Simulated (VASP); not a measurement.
SnSe: single point with PBE+D3(BJ)

**What was measured.**

From “Linear dichroism of the optical properties of SnS and SnSe van der Waals crystals”, 2024, arxiv:2409.17412, for a bulk crystal of SnSe at 20 K: band gap 0.99 eV (indirect).

The system is SnSe.

```xyz
8
Lattice="11.4856 0.0000 0.0000 0.0000 4.1701 0.0000 0.0000 0.0000 4.3800" Properties=species:S:1:pos:R:3 pbc="T T T"
Sn    1.3547    1.0425    0.4109
Sn    4.3881    3.1276    2.6009
Sn    7.0975    1.0425    1.7790
Sn   10.1309    3.1276    3.9690
Se    4.1017    1.0425    0.0984
Se    1.6411    3.1276    2.2884
Se    9.8445    1.0425    2.0915
Se    7.3839    3.1276    4.2815
```

```
Program                : VASP 6.6.1
Task                   : single point
Functional             : PBE
Dispersion             : D3(BJ)
Potentials or basis    : VASP PAW PBE potentials, release 64 (Sn_d, Se)
Cutoff                 : 520 eV
k mesh                 : 4 × 8 × 6
Occupations            : gaussian, width 0.05 eV
Spin                   : no spin polarisation
Dipole correction      : no
Further INCAR settings : ALGO = Normal; EDIFF = 1e-06; NBANDS = 50
```

```json
{
 "Pressure": "0.0 GPa",
 "Largest force": "0.017 eV/Å",
 "Band gap on the k mesh": "0.53 eV (least direct gap 0.83 eV)",
 "Dispersion energy per atom": "-0.369 eV"
}
```

Forces on the atoms (eV/Å):
```
Sn  -0.013  0.000 -0.011
Sn   0.013  0.000 -0.011
Sn  -0.013  0.000  0.011
Sn   0.013  0.000  0.011
Se   0.010  0.000  0.011
Se  -0.010  0.000  0.011
Se   0.010  0.000 -0.011
Se  -0.010  0.000 -0.011
```

Levels at points of the mesh, in eV from the valence-band top:
| k point | band 37 | band 38 | band 39 | band 40 | band 41 | band 42 | band 43 | band 44 |
| --- | --- | --- | --- | --- | --- | --- | --- | --- |
| (0.00, 0.00, 0.00) | -1.65 | -1.33 | -0.74 | -0.60 | 0.53 | 2.95 | 3.12 | 3.13 |
| (0.50, 0.00, 0.00) | -1.95 | -1.95 | -0.62 | -0.62 | 2.54 | 2.54 | 2.75 | 2.75 |
| (0.00, 0.50, 0.00) | -1.02 | -1.02 | -0.68 | -0.68 | 0.92 | 0.92 | 1.37 | 1.37 |
| (0.50, 0.50, 0.00) | -0.95 | -0.95 | -0.95 | -0.95 | 1.39 | 1.39 | 1.39 | 1.39 |
| (0.00, 0.00, 0.50) | -0.80 | -0.80 | -0.28 | -0.28 | 1.20 | 1.20 | 1.42 | 1.42 |
| (0.50, 0.00, 0.50) | -0.48 | -0.48 | -0.25 | -0.25 | 1.13 | 1.13 | 1.48 | 1.48 |
| (0.00, 0.50, 0.50) | -2.38 | -2.38 | -1.55 | -1.55 | 2.59 | 2.59 | 3.00 | 3.00 |
| (0.50, 0.50, 0.50) | -1.63 | -1.63 | -1.63 | -1.63 | 2.38 | 2.38 | 2.38 | 2.38 |

Run time: 17 min on 1 thread of Intel Xeon 8259CL (shared host), peak memory 0.64 GiB.

Measured gap of SnSe: 0.99 eV (indirect; 20 K; “Linear dichroism of the optical properties of SnS and SnSe van der Waals crystals”, 2024, arxiv:2409.17412). This calculation gives 0.53 eV (-0.46 eV). 2 values of this kind are on record (0.89 to 0.99 eV); this one was drawn at random. Spin-orbit coupling on Se, Sn is left out. The value is that of PBE+D3(BJ) on a finite k mesh, which can miss the band edges, without temperature or zero-point motion. Semilocal functionals fall short of measured gaps as a rule.

Caveat: spin-orbit coupling is left out, which moves the levels of the heavy elements.
